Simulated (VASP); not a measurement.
# Si (P6_3/mmc) in VASP: notebook

Si is run at these levels: PBEsol; tasks: relaxation of the atoms, single point.

Everything below comes from runs of VASP 6.6.1. Logs are shortened: lines on timing, memory, paths and dates and some standing lists are left out, and cuts for length are marked.

## (1) The cell of the first run

The structure is hexagonal, space group P6_3/mmc (No. 194). The conventional cell has a = 3.844 Å, b = 3.844 Å, c = 6.313 Å, α = 90.00°, β = 90.00°, γ = 120.00°. Within 3.1 Å of Si (site symmetry 3m) lie 4 Si at 2.36 to 2.37 Å.

## (2) Relaxation of the atoms, PBEsol (strained cell)

Input file INCAR:

```
PREC     = Accurate       # precision mode
ENCUT    = 520            # plane-wave cutoff, eV
EDIFF    = 1E-6           # SCF threshold, eV
ISMEAR   = 0              # smearing method
SIGMA    = 0.01           # smearing width, eV
LREAL    = F              # projectors in reciprocal space
LASPH    = T              # aspherical terms in the spheres
NELM     = 60             # most SCF steps
ALGO     = Normal         # electronic algorithm
ISIF     = 2              # what is computed and relaxed
LWAVE    = F              # write WAVECAR
LCHARG   = F              # write CHGCAR
GGA      = PS             # functional
IBRION   = 2              # ionic algorithm
NSW      = 60             # ionic steps
EDIFFG   = -0.002         # ionic threshold
```

Input file KPOINTS:

```
regular mesh
0
Gamma
  9 9 6
```

Input file POSCAR:

```
Si
1.0
    3.8438634349      0.0000000000      0.0000000000
   -1.9219317175      3.3288833833      0.0000000000
    0.0000000000      0.0000000000      6.3126789975
Si
4
Direct
    0.3333333333      0.6666666667     -0.0004389453
    0.6666666667      0.3333333333      0.4995610547
    0.3333333333      0.6666666667      0.3744389453
    0.6666666667      0.3333333333      0.8744389453
```

Potentials or basis: VASP PAW PBE potentials, release 64 (Si).

Launch:

```sh
cat potpaw_PBE.64/Si/POTCAR > POTCAR
mpirun -np 1 vasp_std > vasp.out
```

OUTCAR:

```text
PREC = Accurate
   ENCUT = 520
   EDIFF = 1E-6
   ISMEAR = 0
   LREAL = F
   LASPH = T
   NELM = 60
   ISIF = 2
   GGA = PS
   IBRION = 2
   NSW = 60
   EDIFFG = -0.002

 ion  position               nearest neighbor table
   1  0.333  0.667  1.000-   4 2.36   4 2.36   4 2.36   3 2.37
   2  0.667  0.333  0.500-   3 2.36   3 2.36   3 2.36   4 2.37
   3  0.333  0.667  0.374-   2 2.36   2 2.36   2 2.36   1 2.37
   4  0.667  0.333  0.874-   1 2.36   1 2.36   1 2.36   2 2.37

  LATTYP: Found a hexagonal cell.
 ALAT       =     3.8438634349
 C/A-ratio  =     1.6422745252

  Lattice vectors:

 A1 = (   3.8438634349,   0.0000000000,   0.0000000000)
 A2 = (  -1.9219317175,   3.3288833833,   0.0000000000)
 A3 = (   0.0000000000,   0.0000000000,   6.3126789975)

Analysis of symmetry for initial positions (statically):
=====================================================================
 Subroutine PRICEL returns:
 Original cell was already a primitive cell.

 Routine SETGRP: Setting up the symmetry group for a
 hexagonal supercell.

 Subroutine GETGRP returns: Found 24 space group operations
 (whereof  6 operations were pure point group operations)
 out of a pool of 24 trial point group operations.

The static configuration has the point symmetry C_3v.
 The point group associated with its full space group is D_6h.

Analysis of symmetry for dynamics (positions and initial velocities):
=====================================================================
 Subroutine PRICEL returns:
 Original cell was already a primitive cell.

 Routine SETGRP: Setting up the symmetry group for a
 hexagonal supercell.

 Subroutine GETGRP returns: Found 24 space group operations
 (whereof  6 operations were pure point group operations)
 out of a pool of 24 trial point group operations.

The dynamic configuration has the point symmetry C_3v.
 The point group associated with its full space group is D_6h.

 Subroutine INISYM returns: Found 24 space group operations
 (whereof  6 operations are pure point group operations),
 and found     1 'primitive' translations

----------------------------------------------------------------------------------------

                                     Primitive cell

  volume of cell :      80.7756

  direct lattice vectors                    reciprocal lattice vectors
     3.843863435  0.000000000  0.000000000     0.260154924  0.150200515  0.000000000
    -1.921931717  3.328883383  0.000000000     0.000000000  0.300401031  0.000000000
     0.000000000  0.000000000  6.312678997     0.000000000  0.000000000  0.158411350

  length of vectors
     3.843863435  3.843863435  6.312678997     0.300401031  0.300401031  0.158411350

  position of ions in fractional coordinates (direct lattice)
     0.333333333  0.666666667  0.999561055
     0.666666667  0.333333333  0.499561055
     0.333333333  0.666666667  0.374438945
     0.666666667  0.333333333  0.874438945

  ion indices of the primitive-cell ions
   primitive index   ion index
                 1           1
                 2           2
                 3           3
                 4           4

----------------------------------------------------------------------------------------

 KPOINTS: regular mesh

Automatic generation of k-mesh.
 Grid dimensions read from file:
 generate k-points for:    9    9    6

 Generating k-lattice:

  Cartesian coordinates                     Fractional coordinates (reciprocal lattice)
     0.028906103  0.016688946  0.000000000     0.111111111  0.000000000  0.000000000
     0.000000000  0.033377892  0.000000000     0.000000000  0.111111111  0.000000000
     0.000000000  0.000000000  0.026401892     0.000000000  0.000000000  0.166666667

  Length of vectors
     0.033377892  0.033377892  0.026401892

  Shift w.r.t. Gamma in fractional coordinates (k-lattice)
     0.000000000  0.000000000  0.000000000

 Subroutine IBZKPT returns following result:
 ===========================================

 Found     48 irreducible k-points:

 Following reciprocal coordinates:
            Coordinates               Weight
  0.000000  0.000000  0.000000      1.000000
  0.111111 -0.000000  0.000000      6.000000
  0.222222 -0.000000  0.000000      6.000000
  0.333333  0.000000  0.000000      6.000000
  0.444444 -0.000000  0.000000      6.000000
  0.111111  0.111111  0.000000      6.000000
[... 16 lines left out ...]
  0.333333  0.222222  0.166667     24.000000
  0.333333  0.333333  0.166667      4.000000
 [... further k-points ...]
   k-points           NKPTS =     48   k-points in BZ     NKDIM =     48   number of bands    NBANDS=     12
   number of dos      NEDOS =    301   number of ions     NIONS =      4
   total plane-waves  NPLWV =  43200
   dimension x,y,z NGX =    30 NGY =   30 NGZ =   48
   dimension x,y,z NGXF=    60 NGYF=   60 NGZF=   96
   ions per type =               4
   NGX,Y,Z   is equivalent  to a cutoff of  12.97, 12.97, 12.64 a.u.
   NGXF,Y,Z  is equivalent  to a cutoff of  25.95, 25.95, 25.28 a.u.
 SYSTEM =  unknown system
   PREC   = accura    normal or accurate (medium, high low for compatibility)
   ISTART =      0    job   : 0-new  1-cont  2-samecut
   ICHARG =      2    charge: 1-file 2-atom 10-const
   ISPIN  =      1    spin polarized calculation?
   LNONCOLLINEAR =      F non collinear calculations
   LSORBIT =      F    spin-orbit coupling
   LASPH  =      T    aspherical Exc in radial PAW
   ENCUT  =  520.0 eV  38.22 Ry    6.18 a.u.   7.15  7.15 11.74*2*pi/ulx,y,z
   NELM   =     60;   NELMIN=  2; NELMDL= -5     # of ELM steps
   EDIFF  = 0.1E-05   stopping-criterion for ELM
   LREAL  =      F    real-space projection
   EDIFFG = -.2E-02   stopping-criterion for IOM
   NSW    =     60    number of steps for IOM
   IBRION =      2    ionic relax: 0-MD 1-quasi-New 2-CG
   NFREE  =      1    steps in history (QN), initial steepest desc. (CG)
   ISIF   =      2    stress and relaxation
   ISYM   =      2    0-nonsym 1-usesym 2-fastsym
   POTIM  = 0.5000    time-step for ionic-motion
   TEBEG  =    0.0;   TEEND  =   0.0 temperature during run
   PSTRESS=    0.0 pullay stress
   NELECT =      16.0000    total number of electrons
   NUPDOWN=      -1.0000    fix difference up-down
   EMIN   =  10.00;   EMAX   =-10.00  energy-range for DOS
   EFERMI =   0.00;   METHOD = LEGACY
   ISMEAR =     0;   SIGMA  =   0.01  broadening in eV -4-tet -1-fermi 0-gaus
   EFERMI_NEDOS =   21; number of points for ismear=-14 and -15
   IALGO  =     38    algorithm
   IMIX   =      4    mixing-type and parameters
     AMIX     =   0.40;   BMIX     =  1.00
     AMIX_MAG =   1.60;   BMIX_MAG =  1.00
  volume/ion in A,a.u.               =      20.19       136.28
  Fermi-wavevector in a.u.,A,eV,Ry     =   0.954307  1.803379 12.390849  0.910702
  Thomas-Fermi vector in A             =   2.083042
   LORBIT       =      0    0 simple, 1 ext, 2 COOP (PROOUT), +10 PAW based schemes
   GGA     = PS    functional components
   LHFCALC =     F    Hartree Fock is set to
   AEXX    =    0.0000 exact exchange contribution
   IVDW    =     0    specifies the selected vdW correction
   LEPSILON=     F    determine dielectric tensor
   LRPA    =     F    only Hartree local field effects (RPA)
 conjugate gradient relaxation of ions
 non-spin polarized calculation
 Gauss-broadening in eV      SIGMA  =   0.01
  energy-cutoff  :      520.00
  volume of cell :       80.78
 maximum number of plane-waves:      2208
 NGX is ok and might be reduce to    30
   NGX = 15   NGY = 15   NGZ = 23

--------------------------------------- Ionic step        1  -------------------------------------------

 number of electron      16.0000000 magnetization

 Free energy of the ion-electron system (eV)
  ---------------------------------------------------
  ext. energy  EPLUGINS =         0.00000000
  ---------------------------------------------------
  free energy    TOTEN  =       -22.94435133 eV

  energy without entropy =      -22.94435133  energy(sigma->0) =      -22.94435133

------------------------ aborting loop because EDIFF is reached ----------------------------------------

  FORCE on cell =-STRESS in cart. coord.  units (eV):
  Direction    XX          YY          ZZ          XY          YZ          ZX
  --------------------------------------------------------------------------------------
  -------------------------------------------------------------------------------------
  Total       -0.4989532     -0.4989532      0.0648280      0.0000000     -0.0000000     -0.0000000
  in kB       -9.8966937     -9.8966937      1.2858577      0.0000000     -0.0000000     -0.0000000
  external PRESSURE =      -6.1691766 kB  Pullay stress =       0.0000000 kB

 VOLUME and BASIS-vectors are now :
 -----------------------------------------------------------------------------
  energy-cutoff  :      520.00
  volume of cell :       80.78
      direct lattice vectors                 reciprocal lattice vectors
     3.843863435  0.000000000  0.000000000     0.260154924  0.150200515  0.000000000
    -1.921931717  3.328883383  0.000000000     0.000000000  0.300401031  0.000000000
     0.000000000  0.000000000  6.312678997     0.000000000  0.000000000  0.158411350

 POSITION                                       TOTAL-FORCE (eV/Angst)
 -----------------------------------------------------------------------------------
     -0.00000      2.21926      6.30991         0.000000     -0.000000     -0.004133
      1.92193      1.10963      3.15357         0.000000      0.000000     -0.004133
     -0.00000      2.21926      2.36371        -0.000000     -0.000000      0.004133
      1.92193      1.10963      5.52005        -0.000000      0.000000      0.004133
 -----------------------------------------------------------------------------------
    total drift:                               -0.000000      0.000000      0.000001

  FREE ENERGIE OF THE ION-ELECTRON SYSTEM (eV)
  ---------------------------------------------------
  free  energy   TOTEN  =       -22.9443513272 eV

  energy  without entropy=      -22.9443513272  energy(sigma->0) =      -22.94435133

--------------------------------------- Ionic step        2  -------------------------------------------

 number of electron      16.0000000 magnetization

 Free energy of the ion-electron system (eV)
  ---------------------------------------------------
  ext. energy  EPLUGINS =         0.00000000
  ---------------------------------------------------
  free energy    TOTEN  =       -22.94435323 eV

  energy without entropy =      -22.94435323  energy(sigma->0) =      -22.94435323

 E-fermi :   6.0449     XC(G=0):  -9.5146

 val. band max:        5.9445664897   @ k =   0.0000   0.0000   0.0000
 cond. band min:       6.2698851897   @ k =   0.4444  -0.0000   0.0000
 fundamental gap:      0.3253187000
 Fermi energy:         6.0448766318

 k-point     1 :       0.0000    0.0000    0.0000
  band No.  band energies     occupation
      1      -6.2429      2.00000
      2      -3.9177      2.00000
      3      -1.2739      2.00000
      4       4.3954      2.00000
      5       4.3954      2.00000
      6       5.6474      2.00000
      7       5.9446      2.00000
      8       5.9446      2.00000
      9       6.8254      0.00000
     10       7.8771      0.00000
     11       7.8771      0.00000
     12       8.3431      0.00000
[... 331 lines left out ...]
 k-point    24 :       0.3333    0.3333    0.1667
  band No.  band energies     occupation
      1      -3.0423      2.00000
      2      -3.0423      2.00000
      3      -0.8445      2.00000
      4      -0.8445      2.00000
      5       0.8024      2.00000
      6       2.3982      2.00000
      7       2.7259      2.00000
      8       2.7259      2.00000
      9       7.0911      0.00000
     10       9.6694      0.00000
     11       9.6694      0.00000
     12      11.2324      0.00000

 [... further k-points ...]
[... 5 lines left out ...]
  --------------------------------------------------------------------------------------
  -------------------------------------------------------------------------------------
  Total       -0.4975969     -0.4975969      0.0554098      0.0000000     -0.0000000      0.0000000
  in kB       -9.8697928     -9.8697928      1.0990481      0.0000000     -0.0000000      0.0000000
  external PRESSURE =      -6.2135125 kB  Pullay stress =       0.0000000 kB

 VOLUME and BASIS-vectors are now :
 -----------------------------------------------------------------------------
  energy-cutoff  :      520.00
  volume of cell :       80.78
      direct lattice vectors                 reciprocal lattice vectors
     3.843863435  0.000000000  0.000000000     0.260154924  0.150200515  0.000000000
    -1.921931717  3.328883383  0.000000000     0.000000000  0.300401031  0.000000000
     0.000000000  0.000000000  6.312678997     0.000000000  0.000000000  0.158411350

 POSITION                                       TOTAL-FORCE (eV/Angst)
 -----------------------------------------------------------------------------------
     -0.00000      2.21926      6.30971        -0.000000     -0.000000      0.001088
      1.92193      1.10963      3.15337         0.000000      0.000000      0.001088
     -0.00000      2.21926      2.36391        -0.000000     -0.000000     -0.001088
      1.92193      1.10963      5.52025         0.000000     -0.000000     -0.001088
 -----------------------------------------------------------------------------------
    total drift:                               -0.000000      0.000000      0.000001

  FREE ENERGIE OF THE ION-ELECTRON SYSTEM (eV)
  ---------------------------------------------------
  free  energy   TOTEN  =       -22.9443532281 eV

  energy  without entropy=      -22.9443532281  energy(sigma->0) =      -22.94435323

 reached required accuracy - stopping structural energy minimisation
```

Wall time 28 s (1 thread of Intel Xeon 6975P-C (Granite Rapids), shared host); peak memory 0.2 GiB.

What came out:

- Free energy: -22.9444 eV
- Energy gained by relaxing: 0.0 meV/atom
- Ionic steps: 2
- Pressure after relaxing: -0.6 GPa
- Band gap on the k mesh: 0.33 eV, indirect (least direct gap 0.88 eV)

Final structure:
```
Si
1.0
     3.84386    0.00000    0.00000
    -1.92193    3.32888    0.00000
     0.00000    0.00000    6.31268
Si
4
Cartesian
  0.0000 2.2193 6.3097
  1.9219 1.1096 3.1534
  0.0000 2.2193 2.3639
  1.9219 1.1096 5.5203
```

Caveat: the cell differs from its parent crystal (strained cell); the PAW data sets were made with another functional, which shifts forces and pressure a little.

(Continued in part 2 of 3.)
